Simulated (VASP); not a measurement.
BaS:

```
Ba S
1.0
     3.92999    0.00000    0.00000
     0.00000    3.92999    0.00000
     0.00000    0.00000    3.92999
Ba S
1 1
Direct
  0.00000 0.00000 0.00000
  0.50000 0.50000 0.50000
```

This cell differs from its parent crystal: strain +2.5%.

Program: VASP 6.6.1. Alike in all runs: task single point; potentials or basis VASP PAW PBE potentials, release 64 (Ba_sv, S); no spin polarisation; cell as given; cutoff (eV) 520.

Problem. Order these runs on this cell by their band gap on the k mesh, lowest first.
A. level PBE; k mesh 6 × 6 × 6; smearing fermi-dirac 0.02 eV
B. level HSE06; k mesh 4 × 4 × 4; smearing gaussian 0.01 eV; grid for exact exchange (PRECFOCK) Normal; share of exact exchange 0.25; screening parameter 0.2079 1/Å
C. level r2SCAN; k mesh 6 × 6 × 6; smearing gaussian 0.01 eV

Solution. A (1.54 eV), C (1.91 eV), B (2.44 eV).

Caveats: the structure was generated, so it needn't be the stable form of BaS; spin-orbit coupling is left out, which moves the levels of the heavy elements.

A k mesh can miss the band edges.
